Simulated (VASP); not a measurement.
# Ni (Fm-3m) in VASP: further runs, part 2 of 2

VASP 6.6.1. The steps go on from the part before.

## 3. Single point, r2SCAN

File POSCAR:

```
Ni
1.0
    0.0000000000      1.7330608651      1.7330608651
    1.7330608651      0.0000000000      1.7330608651
    1.7330608651      1.7330608651      0.0000000000
Ni
1
Direct
    0.0000000000      0.0000000000      0.0000000000
```

File INCAR.step1:

```
SYSTEM = Ni
PREC = Accurate ; ENCUT = 520
ISMEAR = -1 ; SIGMA = 0.01
LREAL = .FALSE. ; LASPH = .TRUE.
NELM = 100 ; NBANDS = 11
GGA = PE ; ALGO = Normal
EDIFF = 1E-4 ; LWAVE = .TRUE.
LCHARG = .FALSE.
```

File INCAR.step2:

```
SYSTEM = Ni
PREC = Accurate ; ENCUT = 520
EDIFF = 1E-6 ; ISMEAR = -1
SIGMA = 0.01 ; LREAL = .FALSE.
LASPH = .TRUE. ; NELM = 100
ALGO = Normal ; ISIF = 2
LWAVE = .FALSE. ; LCHARG = .FALSE.
METAGGA = R2SCAN ; LMIXTAU = .TRUE.
NBANDS = 11 ; ISTART = 1
```

File KPOINTS:

```
Automatic mesh
0
G
  15 15 15
  0 0 0
```

Potentials or basis: VASP PAW PBE potentials, release 64 (Ni).

Command:

```
$ cat potpaw_PBE.64/Ni/POTCAR > POTCAR
$ cp INCAR.step1 INCAR
$ mpirun -np 1 vasp_std > vasp.out
$ cp INCAR.step2 INCAR
$ mpirun -np 1 vasp_std > vasp.out
```

OUTCAR:

```text
SYSTEM = Ni
   PREC = Accurate
   ENCUT = 520
   EDIFF = 1E-6
   ISMEAR = -1
   LREAL = .FALSE.
   LASPH = .TRUE.
   NELM = 100
   ISIF = 2
   METAGGA = R2SCAN
   ISTART = 1

 ion  position               nearest neighbor table
   1  0.000  0.000  0.000-

  LATTYP: Found a face centered cubic cell.
 ALAT       =     3.4661217302

  Lattice vectors:

 A1 = (   0.0000000000,   1.7330608651,   1.7330608651)
 A2 = (   1.7330608651,   0.0000000000,   1.7330608651)
 A3 = (   1.7330608651,   1.7330608651,   0.0000000000)

Analysis of symmetry for initial positions (statically):
=====================================================================
 Subroutine PRICEL returns:
 Original cell was already a primitive cell.

 Routine SETGRP: Setting up the symmetry group for a
 face centered cubic supercell.

 Subroutine GETGRP returns: Found 48 space group operations
 (whereof 48 operations were pure point group operations)
 out of a pool of 48 trial point group operations.

The static configuration has the point symmetry O_h .

Analysis of symmetry for dynamics (positions and initial velocities):
=====================================================================
 Subroutine PRICEL returns:
 Original cell was already a primitive cell.

 Routine SETGRP: Setting up the symmetry group for a
 face centered cubic supercell.

 Subroutine GETGRP returns: Found 48 space group operations
 (whereof 48 operations were pure point group operations)
 out of a pool of 48 trial point group operations.

The dynamic configuration has the point symmetry O_h .

 Subroutine INISYM returns: Found 48 space group operations
 (whereof 48 operations are pure point group operations),
 and found     1 'primitive' translations

----------------------------------------------------------------------------------------

                                     Primitive cell

  volume of cell :      10.4105

  direct lattice vectors                    reciprocal lattice vectors
     0.000000000  1.733060865  1.733060865    -0.288506890  0.288506890  0.288506890
     1.733060865  0.000000000  1.733060865     0.288506890 -0.288506890  0.288506890
     1.733060865  1.733060865  0.000000000     0.288506890  0.288506890 -0.288506890

  length of vectors
     2.450918180  2.450918180  2.450918180     0.499708591  0.499708591  0.499708591

  position of ions in fractional coordinates (direct lattice)
     0.000000000  0.000000000  0.000000000

  ion indices of the primitive-cell ions
   primitive index   ion index
                 1           1

----------------------------------------------------------------------------------------

 KPOINTS: Automatic mesh

Automatic generation of k-mesh.
 Grid dimensions read from file:
 generate k-points for:   15   15   15

 Generating k-lattice:

  Cartesian coordinates                     Fractional coordinates (reciprocal lattice)
    -0.019233793  0.019233793  0.019233793     0.066666667  0.000000000  0.000000000
     0.019233793 -0.019233793  0.019233793     0.000000000  0.066666667  0.000000000
     0.019233793  0.019233793 -0.019233793     0.000000000  0.000000000  0.066666667

  Length of vectors
     0.033313906  0.033313906  0.033313906

  Shift w.r.t. Gamma in fractional coordinates (k-lattice)
     0.000000000  0.000000000  0.000000000

 Subroutine IBZKPT returns following result:
 ===========================================

 Found    120 irreducible k-points:

 Following reciprocal coordinates:
            Coordinates               Weight
  0.000000  0.000000  0.000000      1.000000
  0.066667  0.000000  0.000000      8.000000
  0.133333  0.000000  0.000000      8.000000
  0.200000  0.000000  0.000000      8.000000
  0.266667  0.000000  0.000000      8.000000
  0.333333  0.000000  0.000000      8.000000
[... 16 lines left out ...]
  0.133333  0.133333  0.000000      6.000000
  0.200000  0.133333  0.000000     24.000000
 [... further k-points ...]
   k-points           NKPTS =    120   k-points in BZ     NKDIM =    120   number of bands    NBANDS=     11
   number of dos      NEDOS =    301   number of ions     NIONS =      1
   total plane-waves  NPLWV =   5832
   dimension x,y,z NGX =    18 NGY =   18 NGZ =   18
   dimension x,y,z NGXF=    36 NGYF=   36 NGZF=   36
   ions per type =               1
   NGX,Y,Z   is equivalent  to a cutoff of  12.21, 12.21, 12.21 a.u.
   NGXF,Y,Z  is equivalent  to a cutoff of  24.42, 24.42, 24.42 a.u.
 SYSTEM =  Ni
   PREC   = accura    normal or accurate (medium, high low for compatibility)
   ISTART =      1    job   : 0-new  1-cont  2-samecut
   ICHARG =      0    charge: 1-file 2-atom 10-const
   ISPIN  =      1    spin polarized calculation?
   LNONCOLLINEAR =      F non collinear calculations
   LSORBIT =      F    spin-orbit coupling
   LASPH  =      T    aspherical Exc in radial PAW
   ENCUT  =  520.0 eV  38.22 Ry    6.18 a.u.   4.56  4.56  4.56*2*pi/ulx,y,z
   NELM   =    100;   NELMIN=  2; NELMDL=  0     # of ELM steps
   EDIFF  = 0.1E-05   stopping-criterion for ELM
   LREAL  =      F    real-space projection
   EDIFFG = 0.1E-04   stopping-criterion for IOM
   NSW    =      0    number of steps for IOM
   IBRION =     -1    ionic relax: 0-MD 1-quasi-New 2-CG
   NFREE  =      0    steps in history (QN), initial steepest desc. (CG)
   ISIF   =      2    stress and relaxation
   ISYM   =      2    0-nonsym 1-usesym 2-fastsym
   POTIM  = 0.5000    time-step for ionic-motion
   TEBEG  =    0.0;   TEEND  =   0.0 temperature during run
   PSTRESS=    0.0 pullay stress
   NELECT =      10.0000    total number of electrons
   NUPDOWN=      -1.0000    fix difference up-down
   EMIN   =  10.00;   EMAX   =-10.00  energy-range for DOS
   EFERMI =   0.00;   METHOD = LEGACY
   ISMEAR =    -1;   SIGMA  =   0.01  broadening in eV -4-tet -1-fermi 0-gaus
   EFERMI_NEDOS =   21; number of points for ismear=-14 and -15
   IALGO  =     38    algorithm
   IMIX   =      4    mixing-type and parameters
     AMIX     =   0.40;   BMIX     =  1.00
     AMIX_MAG =   1.60;   BMIX_MAG =  1.00
  volume/ion in A,a.u.               =      10.41        70.25
  Fermi-wavevector in a.u.,A,eV,Ry     =   1.615292  3.052459 35.499885  2.609168
  Thomas-Fermi vector in A             =   2.710063
   LORBIT       =      0    0 simple, 1 ext, 2 COOP (PROOUT), +10 PAW based schemes
   METAGGA = R2SCAN    functional components
   LHFCALC =     F    Hartree Fock is set to
   AEXX    =    0.0000 exact exchange contribution
   IVDW    =     0    specifies the selected vdW correction
   LEPSILON=     F    determine dielectric tensor
   LRPA    =     F    only Hartree local field effects (RPA)
 non-spin polarized calculation
  energy-cutoff  :      520.00
  volume of cell :       10.41
 maximum number of plane-waves:       295
   NGX =  9   NGY =  9   NGZ =  9

 number of electron       9.9999995 magnetization

 Free energy of the ion-electron system (eV)
  ---------------------------------------------------
  ext. energy  EPLUGINS =         0.00000000
  ---------------------------------------------------
  free energy    TOTEN  =       -11.83002354 eV

  energy without entropy =      -11.82900597  energy(sigma->0) =      -11.82951476

 E-fermi :   9.5847     XC(G=0): -14.6564

 val. band max:        9.5795519227   @ k =  -0.4667   0.2000   0.0000
 cond. band min:       9.5960270855   @ k =   0.4667   0.1333   0.0000
 fundamental gap:      0.0164751628
 Fermi energy:         9.5846999701

 k-point     1 :       0.0000    0.0000    0.0000
  band No.  band energies     occupation
      1       0.1304      2.00000
      2       7.6120      2.00000
      3       7.6121      2.00000
      4       7.6121      2.00000
      5       8.7225      2.00000
      6       8.7225      2.00000
      7      34.7572      0.00000
      8      39.4307      0.00000
      9      39.4307      0.00000
     10      39.4309      0.00000
     11      42.3354      0.00000

 k-point     2 :       0.0667    0.0000    0.0000
  band No.  band energies     occupation
      1       0.3171      2.00000
      2       7.5586      2.00000
      3       7.6548      2.00000
      4       7.6549      2.00000
      5       8.7042      2.00000
      6       8.7042      2.00000
      7      34.1916      0.00000
      8      37.2928      0.00000
      9      38.9881      0.00000
     10      38.9882      0.00000
     11      42.9767      0.00000
[... 295 lines left out ...]
 k-point    24 :       0.2000    0.1333    0.0000
  band No.  band energies     occupation
      1       1.7411      2.00000
      2       7.0674      2.00000
      3       7.9754      2.00000
      4       8.0293      2.00000
      5       8.3625      2.00000
      6       8.9213      2.00000
      7      30.8651      0.00000
      8      33.7914      0.00000
      9      33.8990      0.00000
     10      36.4333      0.00000
     11      41.8500      0.00000

 [... further k-points ...]
[... 5 lines left out ...]
  --------------------------------------------------------------------------------------
  -------------------------------------------------------------------------------------
  Total       -0.0073359     -0.0073359     -0.0073359      0.0000000      0.0000000      0.0000000
  in kB       -1.1289913     -1.1289913     -1.1289913      0.0000000      0.0000000      0.0000000
  external PRESSURE =      -1.1289913 kB  Pullay stress =       0.0000000 kB

 VOLUME and BASIS-vectors are now :
 -----------------------------------------------------------------------------
  energy-cutoff  :      520.00
  volume of cell :       10.41
      direct lattice vectors                 reciprocal lattice vectors
     0.000000000  1.733060865  1.733060865    -0.288506890  0.288506890  0.288506890
     1.733060865  0.000000000  1.733060865     0.288506890 -0.288506890  0.288506890
     1.733060865  1.733060865  0.000000000     0.288506890  0.288506890 -0.288506890

 POSITION                                       TOTAL-FORCE (eV/Angst)
 -----------------------------------------------------------------------------------
      0.00000      0.00000      0.00000         0.000000      0.000000      0.000000
 -----------------------------------------------------------------------------------
    total drift:                                0.000000     -0.000000     -0.000000

  FREE ENERGIE OF THE ION-ELECTRON SYSTEM (eV)
  ---------------------------------------------------
  free  energy   TOTEN  =       -11.8300235411 eV

  energy  without entropy=      -11.8290059738  energy(sigma->0) =      -11.82951476
```

OUTCAR.step1:

```text
SYSTEM = Ni
   PREC = Accurate
   ENCUT = 520
   ISMEAR = -1
   LREAL = .FALSE.
   LASPH = .TRUE.
[... 554 lines left out ...]
 -----------------------------------------------------------------------------------
      0.00000      0.00000      0.00000         0.000000      0.000000      0.000000
 -----------------------------------------------------------------------------------
    total drift:                                0.000000     -0.000000      0.000000

  FREE ENERGIE OF THE ION-ELECTRON SYSTEM (eV)
  ---------------------------------------------------
  free  energy   TOTEN  =        -5.4065090300 eV

  energy  without entropy=       -5.4054738629  energy(sigma->0) =       -5.40599145
```

It took 22 s on 1 thread of Intel Xeon 6975P-C (Granite Rapids), shared host; peak memory 0.13 GiB.

Results:

* Free energy: -11.8300 eV
* Pressure: -0.1 GPa
* Band gap on the k mesh: zero (band 5 reaches 9.79 eV, above the bottom of band 6 at 8.68 eV)

Caveat: the PAW data sets were made with another functional, which shifts forces and pressure a little; the run has no spin polarisation, though such a crystal can be magnetic. Spin polarisation is off, so any magnetic state and its effect on volume and gap are missing.
